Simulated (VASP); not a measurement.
# Tc (Im-3m) in VASP: further runs

The runs below take Tc through single point, relaxation of cell and atoms, with LDA.

Everything below comes from runs of VASP 6.6.1. Logs are shortened: lines on timing, memory, paths and dates and some standing lists are left out, and cuts for length are marked.

## (1) The cell of the first run

It takes space group Im-3m (No. 229, cubic). The conventional cell has a = 3.032 Å, b = 3.032 Å, c = 3.032 Å, α = 90.00°, β = 90.00°, γ = 90.00°. Tc (site symmetry m-3m) has 14 Tc at 2.63 to 3.03 Å within 3.5 Å.

## (2) Single point, LDA

Input file INCAR:

```
PREC = Accurate ; ENCUT = 520
EDIFF = 1E-7 ; ISMEAR = -1
SIGMA = 0.05 ; LREAL = False
LASPH = True ; NELM = 80
ALGO = Normal ; ISIF = 2
LWAVE = False ; LCHARG = True
LELF = True ; LVHAR = True
NBANDS = 12
```

Input file KPOINTS:

```
regular mesh
0
Gamma
  20 20 20
```

Input file POSCAR:

```
Tc
1.0
    1.5159312592      1.5159312592      1.5159312592
   -1.5159312592      1.5159312592      1.5159312592
   -1.5159312592     -1.5159312592      1.5159312592
Tc
1
Direct
    0.0000000000      0.0000000000      0.0000000000
```

Potentials or basis: VASP PAW LDA potentials, release 64 (Tc_pv).

Launch:

```
cat potpaw_LDA.64/Tc_pv/POTCAR > POTCAR
mpirun -np 1 vasp_std > vasp.out
```

OUTCAR:

```text
PREC = Accurate
   ENCUT = 520
   EDIFF = 1E-7
   ISMEAR = -1
   LREAL = False
   LASPH = True
   NELM = 80
   ISIF = 2

 ion  position               nearest neighbor table
   1  0.000  0.000  0.000-

  LATTYP: Found a body centered cubic cell.
 ALAT       =     3.0318625184

  Lattice vectors:

 A1 = (   1.5159312592,  -1.5159312592,  -1.5159312592)
 A2 = (   1.5159312592,   1.5159312592,   1.5159312592)
 A3 = (  -1.5159312592,  -1.5159312592,   1.5159312592)

Analysis of symmetry for initial positions (statically):
=====================================================================
 Subroutine PRICEL returns:
 Original cell was already a primitive cell.

 Routine SETGRP: Setting up the symmetry group for a
 body centered cubic supercell.

 Subroutine GETGRP returns: Found 48 space group operations
 (whereof 48 operations were pure point group operations)
 out of a pool of 48 trial point group operations.

The static configuration has the point symmetry O_h .

Analysis of symmetry for dynamics (positions and initial velocities):
=====================================================================
 Subroutine PRICEL returns:
 Original cell was already a primitive cell.

 Routine SETGRP: Setting up the symmetry group for a
 body centered cubic supercell.

 Subroutine GETGRP returns: Found 48 space group operations
 (whereof 48 operations were pure point group operations)
 out of a pool of 48 trial point group operations.

The dynamic configuration has the point symmetry O_h .

 Subroutine INISYM returns: Found 48 space group operations
 (whereof 48 operations are pure point group operations),
 and found     1 'primitive' translations

----------------------------------------------------------------------------------------

                                     Primitive cell

  volume of cell :      13.9347

  direct lattice vectors                    reciprocal lattice vectors
     1.515931259  1.515931259  1.515931259     0.329830259  0.000000000  0.329830259
    -1.515931259  1.515931259  1.515931259    -0.329830259  0.329830259  0.000000000
    -1.515931259 -1.515931259  1.515931259     0.000000000 -0.329830259  0.329830259

  length of vectors
     2.625669962  2.625669962  2.625669962     0.466450426  0.466450426  0.466450426

  position of ions in fractional coordinates (direct lattice)
     0.000000000  0.000000000  0.000000000

  ion indices of the primitive-cell ions
   primitive index   ion index
                 1           1

[... 71 lines left out ...]
   EDIFF  = 0.1E-06   stopping-criterion for ELM
   LREAL  =      F    real-space projection
   EDIFFG = 0.1E-05   stopping-criterion for IOM
   NSW    =      0    number of steps for IOM
   IBRION =     -1    ionic relax: 0-MD 1-quasi-New 2-CG
   NFREE  =      0    steps in history (QN), initial steepest desc. (CG)
   ISIF   =      2    stress and relaxation
   ISYM   =      2    0-nonsym 1-usesym 2-fastsym
   POTIM  = 0.5000    time-step for ionic-motion
   TEBEG  =    0.0;   TEEND  =   0.0 temperature during run
   PSTRESS=    0.0 pullay stress
   NELECT =      13.0000    total number of electrons
   NUPDOWN=      -1.0000    fix difference up-down
   EMIN   =  10.00;   EMAX   =-10.00  energy-range for DOS
   EFERMI =   0.00;   METHOD = LEGACY
   ISMEAR =    -1;   SIGMA  =   0.05  broadening in eV -4-tet -1-fermi 0-gaus
   EFERMI_NEDOS =   21; number of points for ismear=-14 and -15
   IALGO  =     38    algorithm
   IMIX   =      4    mixing-type and parameters
     AMIX     =   0.40;   BMIX     =  1.00
     AMIX_MAG =   1.60;   BMIX_MAG =  1.00
  volume/ion in A,a.u.               =      13.93        94.04
  Fermi-wavevector in a.u.,A,eV,Ry     =   1.599643  3.022887 34.815379  2.558858
  Thomas-Fermi vector in A             =   2.696904
   LORBIT       =      0    0 simple, 1 ext, 2 COOP (PROOUT), +10 PAW based schemes
   GGA     = CA    functional components
   LHFCALC =     F    Hartree Fock is set to
   AEXX    =    0.0000 exact exchange contribution
   IVDW    =     0    specifies the selected vdW correction
   LEPSILON=     F    determine dielectric tensor
   LRPA    =     F    only Hartree local field effects (RPA)
 non-spin polarized calculation
  energy-cutoff  :      520.00
  volume of cell :       13.93
 maximum number of plane-waves:       386
   NGX =  9   NGY =  9   NGZ =  9

 number of electron      13.0000003 magnetization

 Free energy of the ion-electron system (eV)
  ---------------------------------------------------
  ext. energy  EPLUGINS =         0.00000000
  ---------------------------------------------------
  free energy    TOTEN  =       -11.46488163 eV

  energy without entropy =      -11.45448204  energy(sigma->0) =      -11.45968183

 E-fermi :  13.6295     XC(G=0): -14.1899

 val. band max:       13.6218854946   @ k =   0.5000   0.3000   0.1000
 cond. band min:      13.6317545121   @ k =   0.5000   0.3000   0.2000
 fundamental gap:      0.0098690175
 Fermi energy:        13.6295048901

 k-point     1 :       0.0000    0.0000    0.0000
  band No.  band energies     occupation
      1     -24.9796      2.00000
      2     -24.9796      2.00000
      3     -24.9796      2.00000
      4       5.5356      2.00000
      5      11.1238      2.00000
      6      11.1238      2.00000
      7      11.1238      2.00000
      8      14.1739      0.00004
      9      14.1739      0.00004
     10      29.4661      0.00000
     11      29.4661      0.00000
     12      29.4661      0.00000
[... 331 lines left out ...]
 k-point    24 :       0.3500    0.1000    0.0000
  band No.  band energies     occupation
      1     -25.9441      2.00000
      2     -25.2963      2.00000
      3     -25.0355      2.00000
      4       8.0030      2.00000
      5       9.7531      2.00000
      6      11.1108      2.00000
      7      13.5759      1.49007
      8      14.6614      0.00000
      9      15.2556      0.00000
     10      28.6050      0.00000
     11      29.3486      0.00000
     12      34.2210      0.00000

 [... further k-points ...]
[... 5 lines left out ...]
  --------------------------------------------------------------------------------------
  -------------------------------------------------------------------------------------
  Total        0.0057788      0.0057788      0.0057788      0.0000000      0.0000000      0.0000000
  in kB        0.6644312      0.6644312      0.6644312      0.0000000      0.0000000      0.0000000
  external PRESSURE =       0.6644312 kB  Pullay stress =       0.0000000 kB

 VOLUME and BASIS-vectors are now :
 -----------------------------------------------------------------------------
  energy-cutoff  :      520.00
  volume of cell :       13.93
      direct lattice vectors                 reciprocal lattice vectors
     1.515931259  1.515931259  1.515931259     0.329830259  0.000000000  0.329830259
    -1.515931259  1.515931259  1.515931259    -0.329830259  0.329830259  0.000000000
    -1.515931259 -1.515931259  1.515931259     0.000000000 -0.329830259  0.329830259

 POSITION                                       TOTAL-FORCE (eV/Angst)
 -----------------------------------------------------------------------------------
      0.00000      0.00000      0.00000         0.000000      0.000000     -0.000000
 -----------------------------------------------------------------------------------
    total drift:                               -0.000000      0.000000      0.000000

  FREE ENERGIE OF THE ION-ELECTRON SYSTEM (eV)
  ---------------------------------------------------
  free  energy   TOTEN  =       -11.4648816281 eV

  energy  without entropy=      -11.4544820416  energy(sigma->0) =      -11.45968183
```

OSZICAR:

```text
N       E                     dE             d eps       ncg     rms          rms(c)
DAV:   1     0.116888771077E+03    0.11689E+03   -0.78356E+03  6152   0.104E+03
DAV:   2    -0.104878063925E+02   -0.12738E+03   -0.12386E+03  6692   0.315E+02
DAV:   3    -0.122763132202E+02   -0.17885E+01   -0.17830E+01  6880   0.427E+01
DAV:   4    -0.122835478908E+02   -0.72347E-02   -0.72343E-02  6764   0.299E+00
DAV:   5    -0.122836000754E+02   -0.52185E-04   -0.52183E-04  6888   0.246E-01    0.153E+01
DAV:   6    -0.115621294858E+02    0.72147E+00   -0.94294E-01  6344   0.128E+01    0.489E+00
DAV:   7    -0.114724829382E+02    0.89647E-01   -0.14338E-01  6988   0.475E+00    0.750E-01
DAV:   8    -0.114648844500E+02    0.75985E-02   -0.64438E-03  6300   0.103E+00    0.993E-02
DAV:   9    -0.114648731593E+02    0.11291E-04   -0.96528E-05  7228   0.134E-01    0.204E-02
DAV:  10    -0.114648815477E+02   -0.83884E-05   -0.41711E-06  6348   0.225E-02    0.119E-03
DAV:  11    -0.114648816281E+02   -0.80397E-07   -0.80177E-08  5156   0.391E-03
   1 F= -.11464882E+02 E0= -.11459682E+02  d E =-.103996E-01
```

stdout:

```text
POSCAR found type information on POSCAR Tc
 POSCAR found :  1 types and       1 ions
 scaLAPACK will be used
 LDA part: xc-table for (Slater(with rela. corr.)+CA(PZ))
 , standard interpolation
 POSCAR, INCAR and KPOINTS ok, starting setup
 FFT: planning ... GRIDC
 FFT: planning ... GRID_SOFT
 FFT: planning ... GRID
 WAVECAR not read
 entering main loop
```

It took 17 s on 1 thread of Intel Xeon Platinum 8488C (Sapphire Rapids), shared host; peak memory 0.15 GiB.

Results:

* Free energy: -11.4649 eV
* Pressure: 0.1 GPa

Levels at points of the mesh, in eV from the Fermi level:
| k point | band 4 | band 5 | band 6 | band 7 | band 8 | band 9 |
| --- | --- | --- | --- | --- | --- | --- |
| (0.00, 0.00, 0.00) | -8.09 | -2.51 | -2.51 | -2.51 | 0.54 | 0.54 |
| (0.50, 0.00, 0.00) | -6.38 | -4.55 | 0.58 | 1.16 | 1.35 | 3.66 |
| (0.50, 0.50, 0.50) | -6.58 | -6.58 | 2.91 | 2.91 | 2.91 | 9.35 |

## (3) Relaxation of cell and atoms, LDA

Input file INCAR:

```
SYSTEM = Tc
  ALGO = Normal
  EDIFF = 1E-6
  EDIFFG = -0.01
  ENCUT = 600
  GGA = CA
  IBRION = 2
  ISIF = 3
  ISMEAR = -1
  LASPH = .TRUE.
  LCHARG = .FALSE.
  LREAL = .FALSE.
  LWAVE = .FALSE.
  NELM = 100
  NSW = 80
  PREC = Accurate
  SIGMA = 0.05
```

Input file KPOINTS:

```
k-points
0
G
  20 20 20
  0 0 0
```

POSCAR is that of step 2.

Potentials or basis: VASP PAW LDA potentials, release 64 (Tc_pv).

Launch:

```
cat potpaw_LDA.64/Tc_pv/POTCAR > POTCAR
mpirun -np 1 vasp_std > vasp.out
```

It took 31 s on 1 thread of Intel Xeon Platinum 8488C (Sapphire Rapids), shared host; peak memory 0.16 GiB.

It converged, with:

| Item | Value |
| --- | --- |
| Free energy | -11.4650 eV |
| Relaxed volume | 13.94 Å³/atom |
| Relaxed cell | a = 2.626 Å, b = 2.626 Å, c = 2.626 Å, α = 70.53°, β = 109.47°, γ = 70.53° |
| Space group after relaxing (to 0.05 Å) | Im-3m (No. 229) |
| Energy gained by relaxing | 0.0 meV/atom |
| Ionic steps | 3 |
| Pressure after relaxing | 0.0 GPa |

Final structure:
```
Tc
1.0
     1.51619    1.51619    1.51619
    -1.51619    1.51619    1.51619
    -1.51619   -1.51619    1.51619
Tc
1
Direct
  0.00000 0.00000 0.00000
```

Levels at points of the mesh, in eV from the Fermi level:
| k point | band 4 | band 5 | band 6 | band 7 | band 8 | band 9 |
| --- | --- | --- | --- | --- | --- | --- |
| (0.00, 0.00, 0.00) | -8.09 | -2.50 | -2.50 | -2.50 | 0.54 | 0.54 |
| (0.50, 0.00, 0.00) | -6.38 | -4.54 | 0.58 | 1.16 | 1.35 | 3.66 |
| (0.50, 0.50, 0.50) | -6.58 | -6.58 | 2.90 | 2.90 | 2.90 | 9.34 |

(Part 1 of 2 ends here.)
